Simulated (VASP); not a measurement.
Wanted: the native input for a VASP 6.6.1 run.

- Task: single point
- Functional: PBE
- Potentials or basis: VASP PAW PBE potentials, release 64 (Re, Mg)
- Cutoff: 520 eV
- k mesh: 4 × 4 × 1
- Occupations: fermi-dirac, width 0.05 eV
- Spin: no spin polarisation
- Dipole correction: no
- Further INCAR settings: ALGO = Normal; EDIFF = 1e-07; NBANDS = 55

The structure of MgRe12 lies in POSCAR:

```
MgRe12
1.0
    5.5200000000      0.0000000000      0.0000000000
    2.7600000000      4.7804600000      0.0000000000
    0.0000000000      0.0000000000     15.4574000000
Re Mg
12 1
Direct
    0.0000000000      0.0000000000      0.0646938683
    0.5000000000      0.0000000000      0.0646938683
    0.0000000000      0.5000000000      0.0646938683
    0.5000000000      0.5000000000      0.0646938683
   -0.1657087288      0.3311631098      0.2034967718
    0.3324681964      0.3347541868      0.2067141951
   -0.1704412019      0.8335084908      0.2053118248
    0.3368633322      0.8334570313      0.2053105956
    0.0069357613     -0.0136244211      0.3481477480
    0.4945771488      0.0109152676      0.3482076546
   -0.0111325371      0.4981491321      0.3464116863
    0.5122755557      0.4980648306      0.3464996054
    0.2648680666      0.4680051711      0.4947891625
```

One way to write it, as run:

INCAR

```
PREC = Accurate ; ENCUT = 520
EDIFF = 1E-7 ; ISMEAR = -1
SIGMA = 0.05 ; LREAL = False
LASPH = True ; NELM = 80
ALGO = Normal ; ISIF = 2
LWAVE = False ; LCHARG = False
GGA = PE ; NBANDS = 55
```

KPOINTS

```
regular mesh
0
Gamma
  4 4 1
```

Potentials or basis: VASP PAW PBE potentials, release 64 (Re, Mg).

The run is started by

```sh
$ cat potpaw_PBE.64/Re/POTCAR potpaw_PBE.64/Mg/POTCAR > POTCAR
$ mpirun -np 1 vasp_std > vasp.out
```

Results of the run:

```
Largest force          : 0.202 eV/Å
Band gap on the k mesh : zero (bands 43 and 44 overlap by 0.80 eV)
```

Caveat: there is no dipole correction, which matters where the two faces differ; spin-orbit coupling is left out, which moves the levels of the heavy elements.

Run time: 15 min on 1 thread of Intel(R) Xeon(R) Platinum 8375C CPU @ 2.90GHz (Ice Lake) (shared host), peak memory 0.57 GiB.
